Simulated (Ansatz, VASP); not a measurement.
Ta2N in VASP and in Ansatz

INCAR

```
SYSTEM = Ta2N
PREC = Accurate
ENCUT = 520
EDIFF = 1E-7
ISMEAR = 0
SIGMA = 0.15
LREAL = .False.
LASPH = .True.
NELM = 60
ALGO = Normal
ISIF = 2
LWAVE = .False.
LCHARG = .False.
GGA = CA
NBANDS = 20
```

KPOINTS

```
regular mesh
0
Gamma
  18 18 10
  0 0 0
```

The input POSCAR:

```
Ta2N
1.0
    3.0892118912      0.0000000000      0.0000000000
   -1.5446059456      2.6753359754      0.0000000000
    0.0000000000      0.0000000000      4.7027072619
Ta N
2 1
Direct
    0.6666666667      0.3333333333      0.7466885012
    0.3333333333      0.6666666667      0.2533114988
    0.0000000000      0.0000000000      0.0000000000
```

Input for Ansatz:

```yaml
crystal:
  lattice:
    - [3.0892118912, 0.0, 0.0]
    - [-1.5446059456, 2.6753359754, 0.0]
    - [0.0, 0.0, 4.7027072619]
  atoms:
    - { symbol: Ta, position: [0.6666666667, 0.3333333333, 0.7466885012] }
    - { symbol: Ta, position: [0.3333333333, 0.6666666667, 0.2533114988] }
    - { symbol: "N", position: [0.0, 0.0, 0.0] }
basis:
  ecutwfc: 520.0
kpoints:
  mp_grid: { grid: [18, 18, 10] }
hamiltonian:
  xc: lda
  pseudopotentials: { kind: paw, azcp: { folder: soft_1 } }
scf:
  occupations: { method: gaussian, width: 0.15 }
output:
  forces: true
  stress: true
  eigenvalues: true
```

Alike in both runs: task single point; functional LDA; k mesh 18 × 18 × 10; occupations gaussian, width 0.15 eV; no spin polarisation.

|  | VASP | Ansatz |
| --- | --- | --- |
| version | VASP 6.6.1 | Ansatz 0.2.0 |
| potentials or method | VASP PAW LDA potentials, release 64 (Ta_pv, N), cutoff 520 eV | scalar-relativistic, plane waves, PAW |
| valence electrons in the cell | 27 | 31 |

|  | VASP | Ansatz | Ansatz less VASP |
| --- | --- | --- | --- |
| gap on the k mesh at the Fermi level (eV) | none | none | - |
| pressure (GPa) | 1.7 | 0.2 | -1.57 |
| traceless stress, the component that is largest in VASP (GPa) | 4.17 | 4.26 | +0.087 |
| rms of the force components (eV/Å) | 0.068 | 0.091 | +0.0237 |

Ansatz warns that its potentials were made for another functional, while VASP's fit it. LDA's correlation is that of Perdew and Zunger in VASP and of Perdew and Wang (1992) in Ansatz. Atom by atom the forces differ by 0.024 eV/Å (rms over components). A gap of «none» marks a metal or a gap that the smearing closes. VASP's potentials hold 27 valence electrons a cell and Ansatz's 31, so a difference there can come from the potentials and not from the codes.

Neither program's run includes spin-orbit coupling.
